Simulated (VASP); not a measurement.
# YbN (zincblende type) (F-43m) in VASP: a series of runs, part 2 of 3

VASP 6.6.1.

## 3. Single point, PBE (17.02 Å³/atom)

This run uses another cell than the first one, of 17.02 Å³/atom.

Contents of INCAR:

```
SYSTEM = YbN
ALGO = Normal
EDIFF = 1E-6
ENCUT = 520
GGA = PE
ISIF = 2
ISMEAR = -1
LASPH = .TRUE.
LCHARG = .FALSE.
LREAL = .FALSE.
LWAVE = .FALSE.
NBANDS = 22
NELM = 100
PREC = Accurate
SIGMA = 0.08
```

Contents of KPOINTS:

```
k-points
0
G
  11 11 11
  0 0 0
```

Contents of POSCAR:

```
YbN
1.0
    0.0000000000      2.5724766192      2.5724766192
    2.5724766192      0.0000000000      2.5724766192
    2.5724766192      2.5724766192      0.0000000000
Yb N
1 1
Direct
    0.0000000000      0.0000000000      0.0000000000
    0.2500000000      0.2500000000      0.2500000000
```

Potentials or basis: VASP PAW PBE potentials, release 64 (Yb, N).

Command:

```sh
> cat potpaw_PBE.64/Yb/POTCAR potpaw_PBE.64/N/POTCAR > POTCAR
> mpirun -np 1 vasp_std > vasp.out
```

OUTCAR:

```text
SYSTEM = YbN
   EDIFF = 1E-6
   ENCUT = 520
   GGA = PE
   ISIF = 2
   ISMEAR = -1
   LASPH = .TRUE.
   LREAL = .FALSE.
   NELM = 100
   PREC = Accurate

 ion  position               nearest neighbor table
   1  0.000  0.000  0.000-   2 2.23   2 2.23   2 2.23   2 2.23
   2  0.250  0.250  0.250-   1 2.23   1 2.23   1 2.23   1 2.23

  LATTYP: Found a face centered cubic cell.
 ALAT       =     5.1449532384

  Lattice vectors:

 A1 = (   0.0000000000,   2.5724766192,   2.5724766192)
 A2 = (   2.5724766192,   0.0000000000,   2.5724766192)
 A3 = (   2.5724766192,   2.5724766192,   0.0000000000)

Analysis of symmetry for initial positions (statically):
=====================================================================
 Subroutine PRICEL returns:
 Original cell was already a primitive cell.

 Routine SETGRP: Setting up the symmetry group for a
 face centered cubic supercell.

 Subroutine GETGRP returns: Found 24 space group operations
 (whereof 24 operations were pure point group operations)
 out of a pool of 48 trial point group operations.

The static configuration has the point symmetry T_d .

Analysis of symmetry for dynamics (positions and initial velocities):
=====================================================================
 Subroutine PRICEL returns:
 Original cell was already a primitive cell.

 Routine SETGRP: Setting up the symmetry group for a
 face centered cubic supercell.

 Subroutine GETGRP returns: Found 24 space group operations
 (whereof 24 operations were pure point group operations)
 out of a pool of 48 trial point group operations.

The dynamic configuration has the point symmetry T_d .

 Subroutine INISYM returns: Found 24 space group operations
 (whereof 24 operations are pure point group operations),
 and found     1 'primitive' translations

----------------------------------------------------------------------------------------

                                     Primitive cell

  volume of cell :      34.0474

  direct lattice vectors                    reciprocal lattice vectors
     0.000000000  2.572476619  2.572476619    -0.194365226  0.194365226  0.194365226
     2.572476619  0.000000000  2.572476619     0.194365226 -0.194365226  0.194365226
     2.572476619  2.572476619  0.000000000     0.194365226  0.194365226 -0.194365226

  length of vectors
     3.638031324  3.638031324  3.638031324     0.336650447  0.336650447  0.336650447

  position of ions in fractional coordinates (direct lattice)
     0.000000000  0.000000000  0.000000000
     0.250000000  0.250000000  0.250000000

  ion indices of the primitive-cell ions
   primitive index   ion index
                 1           1
                 2           2

----------------------------------------------------------------------------------------

 KPOINTS: k-points

Automatic generation of k-mesh.
 Grid dimensions read from file:
 generate k-points for:   11   11   11

 Generating k-lattice:

  Cartesian coordinates                     Fractional coordinates (reciprocal lattice)
    -0.017669566  0.017669566  0.017669566     0.090909091  0.000000000  0.000000000
     0.017669566 -0.017669566  0.017669566     0.000000000  0.090909091  0.000000000
     0.017669566  0.017669566 -0.017669566     0.000000000  0.000000000  0.090909091

  Length of vectors
     0.030604586  0.030604586  0.030604586

  Shift w.r.t. Gamma in fractional coordinates (k-lattice)
     0.000000000  0.000000000  0.000000000

 Subroutine IBZKPT returns following result:
 ===========================================

 Found     56 irreducible k-points:

 Following reciprocal coordinates:
            Coordinates               Weight
  0.000000  0.000000  0.000000      1.000000
  0.090909  0.000000  0.000000      8.000000
  0.181818  0.000000  0.000000      8.000000
  0.272727  0.000000  0.000000      8.000000
  0.363636  0.000000  0.000000      8.000000
  0.454545  0.000000  0.000000      8.000000
[... 16 lines left out ...]
 -0.272727  0.181818  0.000000     24.000000
 -0.181818  0.181818  0.000000     12.000000
 [... further k-points ...]
   k-points           NKPTS =     56   k-points in BZ     NKDIM =     56   number of bands    NBANDS=     22
   number of dos      NEDOS =    301   number of ions     NIONS =      2
   total plane-waves  NPLWV =  21952
   dimension x,y,z NGX =    28 NGY =   28 NGZ =   28
   dimension x,y,z NGXF=    56 NGYF=   56 NGZF=   56
   ions per type =               1   1
   NGX,Y,Z   is equivalent  to a cutoff of  12.80, 12.80, 12.80 a.u.
   NGXF,Y,Z  is equivalent  to a cutoff of  25.59, 25.59, 25.59 a.u.
 SYSTEM =  YbN
   PREC   = accura    normal or accurate (medium, high low for compatibility)
   ISTART =      0    job   : 0-new  1-cont  2-samecut
   ICHARG =      2    charge: 1-file 2-atom 10-const
   ISPIN  =      1    spin polarized calculation?
   LNONCOLLINEAR =      F non collinear calculations
   LSORBIT =      F    spin-orbit coupling
   LASPH  =      T    aspherical Exc in radial PAW
   ENCUT  =  520.0 eV  38.22 Ry    6.18 a.u.   6.76  6.76  6.76*2*pi/ulx,y,z
   NELM   =    100;   NELMIN=  2; NELMDL= -5     # of ELM steps
   EDIFF  = 0.1E-05   stopping-criterion for ELM
   LREAL  =      F    real-space projection
   EDIFFG = 0.1E-04   stopping-criterion for IOM
   NSW    =      0    number of steps for IOM
   IBRION =     -1    ionic relax: 0-MD 1-quasi-New 2-CG
   NFREE  =      0    steps in history (QN), initial steepest desc. (CG)
   ISIF   =      2    stress and relaxation
   ISYM   =      2    0-nonsym 1-usesym 2-fastsym
   POTIM  = 0.5000    time-step for ionic-motion
   TEBEG  =    0.0;   TEEND  =   0.0 temperature during run
   PSTRESS=    0.0 pullay stress
   NELECT =      29.0000    total number of electrons
   NUPDOWN=      -1.0000    fix difference up-down
   EMIN   =  10.00;   EMAX   =-10.00  energy-range for DOS
   EFERMI =   0.00;   METHOD = LEGACY
   ISMEAR =    -1;   SIGMA  =   0.08  broadening in eV -4-tet -1-fermi 0-gaus
   EFERMI_NEDOS =   21; number of points for ismear=-14 and -15
   IALGO  =     38    algorithm
   IMIX   =      4    mixing-type and parameters
     AMIX     =   0.40;   BMIX     =  1.00
     AMIX_MAG =   1.60;   BMIX_MAG =  1.00
  volume/ion in A,a.u.               =      17.02       114.88
  Fermi-wavevector in a.u.,A,eV,Ry     =   1.551837  2.932546 32.765518  2.408198
  Thomas-Fermi vector in A             =   2.656299
   LORBIT       =      0    0 simple, 1 ext, 2 COOP (PROOUT), +10 PAW based schemes
   GGA     = PE    functional components
   LHFCALC =     F    Hartree Fock is set to
   AEXX    =    0.0000 exact exchange contribution
   IVDW    =     0    specifies the selected vdW correction
   LEPSILON=     F    determine dielectric tensor
   LRPA    =     F    only Hartree local field effects (RPA)
 non-spin polarized calculation
  energy-cutoff  :      520.00
  volume of cell :       34.05
 maximum number of plane-waves:       941
   NGX = 13   NGY = 13   NGZ = 13

 number of electron      29.0000000 magnetization

 Free energy of the ion-electron system (eV)
  ---------------------------------------------------
  ext. energy  EPLUGINS =         0.00000000
  ---------------------------------------------------
  free energy    TOTEN  =       -13.64499849 eV

  energy without entropy =      -13.51248835  energy(sigma->0) =      -13.57874342

 E-fermi :   1.4731     XC(G=0): -10.7863

 val. band max:        1.4448271037   @ k =  -0.4545   0.2727   0.0000
 cond. band min:       1.4870040730   @ k =  -0.2727   0.3636   0.0909
 fundamental gap:      0.0421769693
 Fermi energy:         1.4730591993

 k-point     1 :       0.0000    0.0000    0.0000
  band No.  band energies     occupation
      1     -49.1829      2.00000
      2     -21.1319      2.00000
      3     -21.1319      2.00000
      4     -21.1319      2.00000
      5     -11.2847      2.00000
      6      -0.5624      2.00000
[... 14 lines left out ...]
     21      11.1796      0.00000
     22      17.0476      0.00000

 k-point     2 :       0.0909    0.0000    0.0000
  band No.  band energies     occupation
      1     -49.1810      2.00000
      2     -21.1838      2.00000
      3     -21.1377      2.00000
      4     -21.1377      2.00000
      5     -11.1955      2.00000
      6      -0.7162      2.00000
[... 14 lines left out ...]
     21      11.4346      0.00000
     22      15.7380      0.00000
[... 523 lines left out ...]
     21      12.0594      0.00000
     22      13.2062      0.00000

 k-point    24 :      -0.1818    0.1818    0.0000
  band No.  band energies     occupation
      1     -49.1667      2.00000
      2     -21.4817      2.00000
      3     -21.2567      2.00000
      4     -21.1700      2.00000
      5     -10.5873      2.00000
      6      -1.1101      2.00000
[... 14 lines left out ...]
     21      12.2781      0.00000
     22      13.3017      0.00000

 [... further k-points ...]
[... 5 lines left out ...]
  --------------------------------------------------------------------------------------
  -------------------------------------------------------------------------------------
  Total        0.5388675      0.5388675      0.5388675      0.0000000      0.0000000      0.0000000
  in kB       25.3576056     25.3576056     25.3576056      0.0000000      0.0000000      0.0000000
  external PRESSURE =      25.3576056 kB  Pullay stress =       0.0000000 kB

 VOLUME and BASIS-vectors are now :
 -----------------------------------------------------------------------------
  energy-cutoff  :      520.00
  volume of cell :       34.05
      direct lattice vectors                 reciprocal lattice vectors
     0.000000000  2.572476619  2.572476619    -0.194365226  0.194365226  0.194365226
     2.572476619  0.000000000  2.572476619     0.194365226 -0.194365226  0.194365226
     2.572476619  2.572476619  0.000000000     0.194365226  0.194365226 -0.194365226

 POSITION                                       TOTAL-FORCE (eV/Angst)
 -----------------------------------------------------------------------------------
      0.00000      0.00000      0.00000         0.000000      0.000000      0.000000
      1.28624      1.28624      1.28624        -0.000000     -0.000000     -0.000000
 -----------------------------------------------------------------------------------
    total drift:                               -0.000000     -0.000000     -0.000000

  FREE ENERGIE OF THE ION-ELECTRON SYSTEM (eV)
  ---------------------------------------------------
  free  energy   TOTEN  =       -13.6449984862 eV

  energy  without entropy=      -13.5124883496  energy(sigma->0) =      -13.57874342
```

OSZICAR:

```text
N       E                     dE             d eps       ncg     rms          rms(c)
DAV:   1     0.171081595147E+03    0.17108E+03   -0.10520E+04  3452   0.903E+03
DAV:   2     0.748970987105E+01   -0.16359E+03   -0.15034E+03  3288   0.830E+02
DAV:   3    -0.147966091729E+02   -0.22286E+02   -0.21672E+02  3466   0.148E+02
DAV:   4    -0.181614044257E+02   -0.33648E+01   -0.33226E+01  4626   0.415E+01
[... 17 lines left out ...]
DAV:  22    -0.136450223273E+02    0.14901E-04   -0.23261E-05  3974   0.622E-02    0.446E-01
DAV:  23    -0.136450121176E+02    0.10210E-04   -0.10166E-05  3858   0.114E-01    0.260E-01
DAV:  24    -0.136450043639E+02    0.77537E-05   -0.77400E-06  3554   0.130E-01    0.109E-01
DAV:  25    -0.136449987891E+02    0.55748E-05   -0.55879E-06  2722   0.179E-01    0.523E-02
DAV:  26    -0.136449984862E+02    0.30292E-06   -0.75292E-07  2520   0.397E-02
   1 F= -.13644998E+02 E0= -.13578743E+02  d E =-.132510E+00
```

Run time: 58 s. Hardware: 1 thread of Intel Xeon Platinum 8488C (Sapphire Rapids), shared host; peak memory 0.2 GiB.

Results:

```
Free energy            : -13.6450 eV
Pressure               : 2.5 GPa
Band gap on the k mesh : zero (an odd number of electrons rules out a gap without spin polarisation)
```

Levels at points of the mesh, in eV from the Fermi level:
```csv
k point,band 12,band 13,band 14,band 15,band 16,band 17,band 18,band 19
"(0.00, 0.00, 0.00)",-0.45,-0.34,-0.34,-0.34,2.27,6.49,6.49,9.71
```

Caveat: spin-orbit coupling is left out, which moves the levels of the heavy elements; an odd number of electrons without spin polarisation forces a metal; a magnetic or distorted state may lie lower. Spin polarisation is off, so any magnetic state and its effect on volume and gap are missing.

[end of part 2 of 3]

The gap in the log of VASP goes by the Fermi energy; the results here count the filled bands.